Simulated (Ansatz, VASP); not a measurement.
# H2Os3: VASP beside Ansatz

```
CELL_PARAMETERS angstrom
2.86776 0.00000 0.00000
-1.43388 2.48355 0.00000
0.00000 0.00000 6.97063
ATOMIC_POSITIONS crystal
H 0.66667 0.33333 0.20388
H 0.66667 0.33333 0.79612
Os 0.00000 0.00000 0.31728
Os 0.00000 0.00000 0.68272
Os 0.33333 0.66667 0.00000
```

Alike in both runs: task relaxation of cell and atoms; functional PBE; k mesh 18 × 18 × 6; occupations gaussian, width 0.1 eV; no spin polarisation.

|  | VASP | Ansatz |
| --- | --- | --- |
| version | VASP 6.6.1 | Ansatz 0.2.0 |
| potentials or method | VASP PAW PBE potentials, release 64 (H, Os), cutoff 600 eV | scalar-relativistic, plane waves, PAW |
| valence electrons in the cell | 26 | 50 |

```tsv
	VASP	Ansatz	Ansatz less VASP
gap on the k mesh at the Fermi level, each at its own relaxed structure (eV)	none	none	-
relaxed volume (Å³/atom)	9.87	9.86	-0.010
relaxed cell length with the largest relative difference (Å)	7.050	7.041	-0.0090
```

A gap of «none» marks a metal or a gap that the smearing closes. VASP's potentials hold 26 valence electrons a cell and Ansatz's 50, so a difference there can come from the potentials and not from the codes.

Spin-orbit coupling is off throughout.
